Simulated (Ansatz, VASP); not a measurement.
# W4C: VASP beside Ansatz

INCAR

```
  PREC = Accurate
  ENCUT = 520
  EDIFF = 1E-6
  ISMEAR = 0
  SIGMA = 0.1
  LREAL = False
  LASPH = True
  NELM = 150
  ALGO = Normal
  ISIF = 2
  LWAVE = False
  LCHARG = True
  ISPIN = 2
  MAGMOM = 0 0 0 0 2
  LORBIT = 11
  LMAXMIX = 4
  LDIPOL = True
  IDIPOL = 3
  DIPOL = 0.5 0.5 0.340
  GGA = PE
  LELF = True
  LVHAR = True
  LVACPOTAV = True
  NBANDS = 42
```

The input KPOINTS:

```
regular mesh
0
Gamma
  9 7 1
```

Contents of POSCAR:

```
W4C
1.0
    2.8547213223      0.0000000000      0.0000000000
    0.0000000000      4.0371856108      0.0000000000
    0.0000000000      0.0000000000     20.9570327682
W C
4 1
Direct
    0.5000000000      0.5000000000      0.1908667150
    0.0000000000      0.0000000000      0.2589756250
    0.5000000000      0.5000000000      0.3262417340
    0.0000000000      0.0000000000      0.3796831763
    0.5000000000      0.0000000000      0.5433513844
```

Input for Ansatz:

```yaml
crystal:
  lattice:
    - [2.8547213223, 0.0, 0.0]
    - [0.0, 4.0371856108, 0.0]
    - [0.0, 0.0, 20.9570327682]
  atoms:
    - { symbol: W, position: [0.5, 0.5, 0.190866715] }
    - { symbol: W, position: [0.0, 0.0, 0.258975625] }
    - { symbol: W, position: [0.5, 0.5, 0.326241734] }
    - { symbol: W, position: [0.0, 0.0, 0.3796831763] }
    - { symbol: C, position: [0.5, 0.0, 0.5433513844], spin: 2.0 }
basis:
  ecutwfc: 420
kpoints:
  mp_grid: { grid: [9, 7, 1] }
hamiltonian:
  xc: pbe
  pseudopotentials: { kind: paw, azcp: { folder: soft_1 } }
scf:
  occupations: { method: gaussian, width: 0.1 }
output:
  forces: true
  eigenvalues: true
  populations: true
magnetization:
  spin_polarized: true
efield:
  axis: 3
  dipole_correction: true
  ramp_width: 0.04
```

Alike in both runs: task single point; functional PBE; k mesh 9 × 7 × 1; occupations gaussian, width 0.1 eV; collinear spin.

|  | VASP | Ansatz |
| --- | --- | --- |
| version | VASP 6.6.1 | Ansatz 0.2.0 |
| potentials or method | VASP PAW PBE potentials, release 64 (W_sv, C), cutoff 520 eV | scalar-relativistic, plane waves, PAW |
| valence electrons in the cell | 60 | 60 |

VASP gave:

| Item | Value |
| --- | --- |
| gap on the k mesh at the Fermi level (eV) | none |
| rms of the force components (eV/Å) | 0.959 |
| net moment per atom (μB) | 0.29 |
| size of the moment on the site where the two differ most (μB) | 0.76 |
| work function, face that differs most (eV) | 6.07 |

Q: Estimate Ansatz's values.

A: gap on the k mesh at the Fermi level (eV): none; rms of the force components (eV/Å): 0.963; net moment per atom (μB): 0.38; size of the moment on the site where the two differ most (μB): 1.27; work function, face that differs most (eV): 6.06.

Site moments also hang on the region over which each program counts them. Atom by atom the forces differ by 0.015 eV/Å (rms over components). A gap of «none» marks a metal or a gap that the smearing closes.

Neither program's run includes spin-orbit coupling.
